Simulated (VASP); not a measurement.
Runs of VASP 6.6.1 on Ir. The structure is that of space group I4/mmm (No. 139), or close to it. The cells are those of the table. 

```tsv
potentials or basis	cell	cutoff (eV)	gap on the mesh (eV)	pressure (GPa)
VASP PAW LDA potentials, release 64 (Ir)	a = 2.580, b = 2.580, c = 3.088 Å, angles 53.2, 53.2, 73.5°, 1 atom	520	none	41.0
VASP PAW LDA potentials, release 64 (Ir)	a = 2.616, b = 2.616, c = 2.715 Å, angles 58.7, 58.7, 62.5°, 1 atom	520	none	30.5
VASP PAW LDA potentials, release 64 (Ir_sv_GW)	a = 2.555, b = 2.555, c = 2.831 Å, angles 56.4, 56.4, 67.3°, 1 atom	560	none	51.8
VASP PAW LDA potentials, release 64 (Ir)	a = 2.604, b = 2.604, c = 3.116 Å, angles 53.2, 53.2, 73.5°, 1 atom	520	none	26.3
VASP PAW LDA potentials, release 64 (Ir)	a = 2.756, b = 2.756, c = 2.536 Å, angles 62.6, 62.6, 54.8°, 1 atom	520	none	(c)
VASP PAW LDA potentials, release 64 (Ir)	a = 2.580, b = 2.580, c = 2.858 Å, angles 56.4, 56.4, 67.3°, 1 atom	520	none	39.0
VASP PAW LDA potentials, release 64 (Ir)	a = 2.618, b = 2.618, c = 2.812 Å, angles 57.5, 57.5, 65.0°, 1 atom	520	none	(b)
VASP PAW LDA potentials, release 64 (Ir)	a = 2.640, b = 2.640, c = 2.740 Å, angles 58.7, 58.7, 62.5°, 1 atom	520	none	(a)
```

Alike in all rows: task single point; level LDA; no spin polarisation; k mesh 22 × 22 × 22; smearing gaussian 0.15 eV.

Estimate the missing entries.

(a) 19.1; (b) 19.8; (c) 21.8.

Caveats: spin-orbit coupling is left out, which moves the levels of the heavy elements; the stress differs along the axes, from 14 to 55 GPa (at least some runs); the stress differs along the axes, from 19 to 53 GPa (at least some runs); the stress differs along the axes, from 30 to 96 GPa (at least some runs); the stress differs along the axes, from 0 to 39 GPa (at least some runs); the stress differs along the axes, from -21 to 43 GPa (at least some runs); the stress differs along the axes, from 18 to 80 GPa (at least some runs).

A k mesh can miss the band edges, and the runs leave out spin-orbit coupling on Ir.

A gap of «none» marks levels without a gap at the run's occupations.

The runs don't all hold the same shells in valence.
